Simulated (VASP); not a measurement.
# AlAs (F-43m) in VASP: further runs, part 2 of 2

VASP 6.6.1.

**4. Single point, PBE**

Input file INCAR:

```
PREC = Accurate
ENCUT = 500
EDIFF = 1E-6
ISMEAR = 0
SIGMA = 0.01
LREAL = False
LASPH = True
NELM = 120
ALGO = Normal
ISIF = 2
LWAVE = False
LCHARG = False
GGA = PE
NBANDS = 11
GGA_COMPAT = False
```

Input file KPOINTS:

```
regular mesh
0
Gamma
  8 8 8
```

Input file POSCAR:

```
AlAs
1.0
    0.0000000000      2.8305000000      2.8305000000
    2.8305000000      0.0000000000      2.8305000000
    2.8305000000      2.8305000000      0.0000000000
Al As
1 1
Direct
    0.0000000000      0.0000000000      0.0000000000
    0.2500000000      0.2500000000      0.2500000000
```

Potentials or basis: VASP PAW PBE potentials, release 64 (Al, As).

Command:

```sh
$ cat potpaw_PBE.64/Al/POTCAR potpaw_PBE.64/As/POTCAR > POTCAR
$ mpirun -np 1 vasp_std > vasp.out
```

OUTCAR:

```text
PREC = Accurate
   ENCUT = 500
   EDIFF = 1E-6
   ISMEAR = 0
   LREAL = False
   LASPH = True
   NELM = 120
   ISIF = 2
   GGA = PE

 ion  position               nearest neighbor table
   1  0.000  0.000  0.000-   2 2.45   2 2.45   2 2.45   2 2.45
   2  0.250  0.250  0.250-   1 2.45   1 2.45   1 2.45   1 2.45

  LATTYP: Found a face centered cubic cell.
 ALAT       =     5.6610000000

  Lattice vectors:

 A1 = (   0.0000000000,   2.8305000000,   2.8305000000)
 A2 = (   2.8305000000,   0.0000000000,   2.8305000000)
 A3 = (   2.8305000000,   2.8305000000,   0.0000000000)

Analysis of symmetry for initial positions (statically):
=====================================================================
 Subroutine PRICEL returns:
 Original cell was already a primitive cell.

 Routine SETGRP: Setting up the symmetry group for a
 face centered cubic supercell.

 Subroutine GETGRP returns: Found 24 space group operations
 (whereof 24 operations were pure point group operations)
 out of a pool of 48 trial point group operations.

The static configuration has the point symmetry T_d .

Analysis of symmetry for dynamics (positions and initial velocities):
=====================================================================
 Subroutine PRICEL returns:
 Original cell was already a primitive cell.

 Routine SETGRP: Setting up the symmetry group for a
 face centered cubic supercell.

 Subroutine GETGRP returns: Found 24 space group operations
 (whereof 24 operations were pure point group operations)
 out of a pool of 48 trial point group operations.

The dynamic configuration has the point symmetry T_d .

 Subroutine INISYM returns: Found 24 space group operations
 (whereof 24 operations are pure point group operations),
 and found     1 'primitive' translations

----------------------------------------------------------------------------------------

                                     Primitive cell

  volume of cell :      45.3544

  direct lattice vectors                    reciprocal lattice vectors
     0.000000000  2.830500000  2.830500000    -0.176647235  0.176647235  0.176647235
     2.830500000  0.000000000  2.830500000     0.176647235 -0.176647235  0.176647235
     2.830500000  2.830500000  0.000000000     0.176647235  0.176647235 -0.176647235

  length of vectors
     4.002931488  4.002931488  4.002931488     0.305961987  0.305961987  0.305961987

  position of ions in fractional coordinates (direct lattice)
     0.000000000  0.000000000  0.000000000
     0.250000000  0.250000000  0.250000000

  ion indices of the primitive-cell ions
   primitive index   ion index
                 1           1
                 2           2

----------------------------------------------------------------------------------------

 KPOINTS: regular mesh

Automatic generation of k-mesh.
 Grid dimensions read from file:
 generate k-points for:    8    8    8

 Generating k-lattice:

  Cartesian coordinates                     Fractional coordinates (reciprocal lattice)
    -0.022080904  0.022080904  0.022080904     0.125000000  0.000000000  0.000000000
     0.022080904 -0.022080904  0.022080904     0.000000000  0.125000000  0.000000000
     0.022080904  0.022080904 -0.022080904     0.000000000  0.000000000  0.125000000

  Length of vectors
     0.038245248  0.038245248  0.038245248

  Shift w.r.t. Gamma in fractional coordinates (k-lattice)
     0.000000000  0.000000000  0.000000000

 Subroutine IBZKPT returns following result:
 ===========================================

 Found     29 irreducible k-points:

 Following reciprocal coordinates:
            Coordinates               Weight
  0.000000  0.000000  0.000000      1.000000
  0.125000  0.000000  0.000000      8.000000
  0.250000  0.000000  0.000000      8.000000
  0.375000  0.000000  0.000000      8.000000
  0.500000  0.000000  0.000000      4.000000
  0.125000  0.125000  0.000000      6.000000
[... 16 lines left out ...]
  0.500000  0.250000  0.125000     48.000000
 -0.375000  0.250000  0.125000     24.000000
 [... further k-points ...]
   k-points           NKPTS =     29   k-points in BZ     NKDIM =     29   number of bands    NBANDS=     11
   number of dos      NEDOS =    301   number of ions     NIONS =      2
   total plane-waves  NPLWV =  27000
   dimension x,y,z NGX =    30 NGY =   30 NGZ =   30
   dimension x,y,z NGXF=    60 NGYF=   60 NGZF=   60
   ions per type =               1   1
   NGX,Y,Z   is equivalent  to a cutoff of  12.46, 12.46, 12.46 a.u.
   NGXF,Y,Z  is equivalent  to a cutoff of  24.92, 24.92, 24.92 a.u.
 SYSTEM =  unknown system
   PREC   = accura    normal or accurate (medium, high low for compatibility)
   ISTART =      0    job   : 0-new  1-cont  2-samecut
   ICHARG =      2    charge: 1-file 2-atom 10-const
   ISPIN  =      1    spin polarized calculation?
   LNONCOLLINEAR =      F non collinear calculations
   LSORBIT =      F    spin-orbit coupling
   LASPH  =      T    aspherical Exc in radial PAW
   ENCUT  =  500.0 eV  36.75 Ry    6.06 a.u.   7.30  7.30  7.30*2*pi/ulx,y,z
   NELM   =    120;   NELMIN=  2; NELMDL= -5     # of ELM steps
   EDIFF  = 0.1E-05   stopping-criterion for ELM
   LREAL  =      F    real-space projection
   EDIFFG = 0.1E-04   stopping-criterion for IOM
   NSW    =      0    number of steps for IOM
   IBRION =     -1    ionic relax: 0-MD 1-quasi-New 2-CG
   NFREE  =      0    steps in history (QN), initial steepest desc. (CG)
   ISIF   =      2    stress and relaxation
   ISYM   =      2    0-nonsym 1-usesym 2-fastsym
   POTIM  = 0.5000    time-step for ionic-motion
   TEBEG  =    0.0;   TEEND  =   0.0 temperature during run
   PSTRESS=    0.0 pullay stress
   NELECT =       8.0000    total number of electrons
   NUPDOWN=      -1.0000    fix difference up-down
   EMIN   =  10.00;   EMAX   =-10.00  energy-range for DOS
   EFERMI =   0.00;   METHOD = LEGACY
   ISMEAR =     0;   SIGMA  =   0.01  broadening in eV -4-tet -1-fermi 0-gaus
   EFERMI_NEDOS =   21; number of points for ismear=-14 and -15
   IALGO  =     38    algorithm
   IMIX   =      4    mixing-type and parameters
     AMIX     =   0.40;   BMIX     =  1.00
     AMIX_MAG =   1.60;   BMIX_MAG =  1.00
  volume/ion in A,a.u.               =      22.68       153.03
  Fermi-wavevector in a.u.,A,eV,Ry     =   0.918118  1.734991 11.468895  0.842940
  Thomas-Fermi vector in A             =   2.043163
   LORBIT       =      0    0 simple, 1 ext, 2 COOP (PROOUT), +10 PAW based schemes
   GGA     = PE    functional components
   LHFCALC =     F    Hartree Fock is set to
   AEXX    =    0.0000 exact exchange contribution
   IVDW    =     0    specifies the selected vdW correction
   LEPSILON=     F    determine dielectric tensor
   LRPA    =     F    only Hartree local field effects (RPA)
 non-spin polarized calculation
 Gauss-broadening in eV      SIGMA  =   0.01
  energy-cutoff  :      500.00
  volume of cell :       45.35
 maximum number of plane-waves:      1174
 NGX is ok and might be reduce to    30
   NGX = 15   NGY = 15   NGZ = 15

 number of electron       8.0000000 magnetization

 Free energy of the ion-electron system (eV)
  ---------------------------------------------------
  ext. energy  EPLUGINS =         0.00000000
  ---------------------------------------------------
  free energy    TOTEN  =        -9.37345775 eV

  energy without entropy =       -9.37345775  energy(sigma->0) =       -9.37345775

 E-fermi :   3.9445     XC(G=0):  -9.0412

 val. band max:        3.8885997119   @ k =   0.0000   0.0000   0.0000
 cond. band min:       5.3233919480   @ k =   0.5000   0.5000   0.0000
 fundamental gap:      1.4347922361
 Fermi energy:         3.9444710502

 k-point     1 :       0.0000    0.0000    0.0000
  band No.  band energies     occupation
      1      -7.9756      2.00000
      2       3.8886      2.00000
      3       3.8886      2.00000
      4       3.8886      2.00000
      5       5.9489      0.00000
      6       8.1755      0.00000
      7       8.1755      0.00000
      8       8.1755      0.00000
      9      12.7588      0.00000
     10      12.8997      0.00000
     11      12.8997      0.00000
[... 309 lines left out ...]
 k-point    24 :      -0.3750    0.2500    0.1250
  band No.  band energies     occupation
      1      -6.2920      2.00000
      2      -1.3730      2.00000
      3       1.1983      2.00000
      4       2.3464      2.00000
      5       7.5583      0.00000
      6       8.1337      0.00000
      7      10.5691      0.00000
      8      11.5325      0.00000
      9      12.2487      0.00000
     10      14.9015      0.00000
     11      16.1886      0.00000

 [... further k-points ...]
[... 5 lines left out ...]
  --------------------------------------------------------------------------------------
  -------------------------------------------------------------------------------------
  Total        0.7818688      0.7818688      0.7818688     -0.0000000      0.0000000      0.0000000
  in kB       27.6200854     27.6200854     27.6200854     -0.0000000      0.0000000      0.0000000
  external PRESSURE =      27.6200854 kB  Pullay stress =       0.0000000 kB

 VOLUME and BASIS-vectors are now :
 -----------------------------------------------------------------------------
  energy-cutoff  :      500.00
  volume of cell :       45.35
      direct lattice vectors                 reciprocal lattice vectors
     0.000000000  2.830500000  2.830500000    -0.176647235  0.176647235  0.176647235
     2.830500000  0.000000000  2.830500000     0.176647235 -0.176647235  0.176647235
     2.830500000  2.830500000  0.000000000     0.176647235  0.176647235 -0.176647235

 POSITION                                       TOTAL-FORCE (eV/Angst)
 -----------------------------------------------------------------------------------
      0.00000      0.00000      0.00000        -0.000000     -0.000000     -0.000000
      1.41525      1.41525      1.41525         0.000000      0.000000      0.000000
 -----------------------------------------------------------------------------------
    total drift:                               -0.000000     -0.000000     -0.000000

  FREE ENERGIE OF THE ION-ELECTRON SYSTEM (eV)
  ---------------------------------------------------
  free  energy   TOTEN  =        -9.3734577496 eV

  energy  without entropy=       -9.3734577496  energy(sigma->0) =       -9.37345775
```

It took 26 s on 1 thread of Intel Xeon 8259CL, shared host; peak memory 0.17 GiB.

What came out:

| Property | Result |
| --- | --- |
| Free energy | -9.3735 eV |
| Pressure | 2.8 GPa |
| Band gap on the k mesh | 1.43 eV, indirect (least direct gap 2.06 eV) |

Levels at points of the mesh, in eV from the valence-band top:
| k point | band 2 | band 3 | band 4 | band 5 | band 6 | band 7 |
| --- | --- | --- | --- | --- | --- | --- |
| (0.00, 0.00, 0.00) | 0.00 | 0.00 | 0.00 | 2.06 | 4.29 | 4.29 |
| (0.50, 0.00, 0.00) | -5.57 | -0.83 | -0.83 | 2.14 | 4.68 | 4.68 |
| (0.50, 0.50, 0.00) | -5.43 | -2.17 | -2.17 | 1.43 | 2.29 | 10.33 |
